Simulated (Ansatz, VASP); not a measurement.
# Ge in VASP and in Ansatz

```
Ge
1.0
     0.00000    2.83788    2.41220
     2.83788    0.00000    2.41220
     2.83788    2.83788    0.00000
Ge
2
Direct
  0.50000 0.50000 0.50000
  0.75000 0.75000 0.75000
```

Change from the starting cell: strain -0.1500 x Voigt [0, 0, 1, 0, 0, 0], atoms carried along.

Alike in both runs: task single point; functional PBEsol; k mesh 18 × 18 × 18; occupations gaussian, width 0.15 eV; no spin polarisation.

|  | VASP | Ansatz |
| --- | --- | --- |
| version | VASP 6.6.1 | Ansatz 0.2.0 |
| potentials or method | VASP PAW PBE potentials, release 64 (Ge_d), cutoff 520 eV | scalar-relativistic, plane waves, PAW |
| valence electrons in the cell | 28 | 28 |

|  | VASP | Ansatz | Ansatz less VASP |
| --- | --- | --- | --- |
| gap on the k mesh at the Fermi level (eV) | none | none | - |
| pressure (GPa) | 14.7 | 14.8 | +0.15 |
| traceless stress, the component that is largest in VASP (GPa) | 3.82 | 3.78 | -0.044 |

VASP's potentials were made for PBE, not for PBEsol. A gap of «none» marks a metal or a gap that the smearing closes. With one functional, cell and mesh, what is left measures potentials, basis and numerics.
